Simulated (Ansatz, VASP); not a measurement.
# CaCo2: VASP beside Ansatz

```
Ca Co
1.0
     3.71374    0.00000    0.00000
    -1.85687    3.24868    0.00000
     0.00000    0.00000    4.33452
Ca Co
1 2
Direct
  0.00000 0.00000 0.00000
  0.33333 0.66667 0.50000
  0.66667 0.33333 0.50000
```

Change from the starting cell: strain e1 = -0.01, atoms carried along.

Alike in both runs: task single point; functional PBEsol; k mesh 10 × 10 × 8; occupations gaussian, width 0.05 eV; collinear spin.

```csv
,VASP,Ansatz
version,VASP 6.6.1,Ansatz 0.2.0
potentials or method,"VASP PAW PBE potentials, release 64 (Ca_sv, Co), cutoff 520 eV","scalar-relativistic, plane waves, PAW"
valence electrons in the cell,28,44
```

```csv
,VASP,Ansatz,Ansatz less VASP
gap on the k mesh at the Fermi level (eV),none,none,-
pressure (GPa),0.9,1.1,+0.26
"traceless stress, the component that is largest in VASP (GPa)",0.73,0.86,+0.122
rms of the force components (eV/Å),0.048,0.051,+0.0026
net moment per atom (μB),0.71,0.72,+0.004
size of the moment on the site where the two differ most (μB),0.07,0.10,+0.025
```

VASP's potentials were made for PBE, not for PBEsol. Site moments also hang on the region over which each program counts them. Atom by atom the forces differ by 0.003 eV/Å (rms over components). A gap of «none» marks a metal or a gap that the smearing closes. VASP's potentials hold 28 valence electrons a cell and Ansatz's 44, so a difference there can come from the potentials and not from the codes.
